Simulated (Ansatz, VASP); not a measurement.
EuS in VASP and in Ansatz

The input INCAR:

```
ALGO = Normal
EDIFF = 1E-6
ENCUT = 600
GGA = PE
GGA_COMPAT = False
ISIF = 2
ISMEAR = -1
ISPIN = 2
LASPH = True
LCHARG = False
LDAU = True
LDAUJ = 0 0
LDAUL = 3 -1
LDAUPRINT = 1
LDAUTYPE = 2
LDAUU = 6 0
LMAXMIX = 6
LORBIT = 11
LREAL = False
LWAVE = False
MAGMOM = 7 0
NBANDS = 22
NELM = 200
PREC = Accurate
SIGMA = 0.15
```

KPOINTS

```
k-points
0
Gamma
  10 10 10
```

Contents of POSCAR:

```
EuS
1.0
    0.0000000000      2.9785000000      2.9785000000
    2.9785000000      0.0000000000      2.9785000000
    2.9785000000      2.9785000000      0.0000000000
Eu S
1 1
Direct
    0.0000000000      0.0000000000      0.0000000000
    0.5000000000      0.5000000000      0.5000000000
```

Input for Ansatz:

```yaml
crystal:
  lattice:
    - [0.0, 2.9785, 2.9785]
    - [2.9785, 0.0, 2.9785]
    - [2.9785, 2.9785, 0.0]
  atoms:
    - { symbol: Eu, position: [0.0, 0.0, 0.0] }
    - { symbol: S, position: [0.5, 0.5, 0.5] }
kpoints:
  mp_grid:
    grid: [10, 10, 10]
hamiltonian:
  xc: pbe
  hubbard:
    - { species: Eu, l: f, u_eff: 6.0 }
magnetization:
  spin_polarized: true
  per_species:
    Eu: 7.0
scf:
  occupations:
    method: fermi_dirac
    width: 0.15
output:
  eigenvalues: true
```

Alike in both runs: task single point; functional PBE; k mesh 10 × 10 × 10; occupations fermi-dirac, width 0.15 eV; collinear spin; Hubbard terms Eu f U = 6.0 eV.

|  | VASP | Ansatz |
| --- | --- | --- |
| version | VASP 6.6.1 | Ansatz 0.2.0 |
| potentials or method | VASP PAW PBE potentials, release 64 (Eu, S) | plane waves, PAW |
| plane-wave cutoff (eV) | 600 | 420 |
| valence electrons in the cell | 23 | 23 |

Ansatz gave:

```
net moment per atom (μB)                                      : 3.50
size of the moment on the site where the two differ most (μB) : 6.86
```

Question: Estimate VASP's values.

Answer: net moment per atom (μB): 3.50; size of the moment on the site where the two differ most (μB): 6.72.

Site moments also hang on the region over which each program counts them. The programs project onto different local orbitals, so the same U acts differently, and such runs can settle in different states. Ansatz's warnings: stability check not made.

Spin-orbit coupling is off throughout.
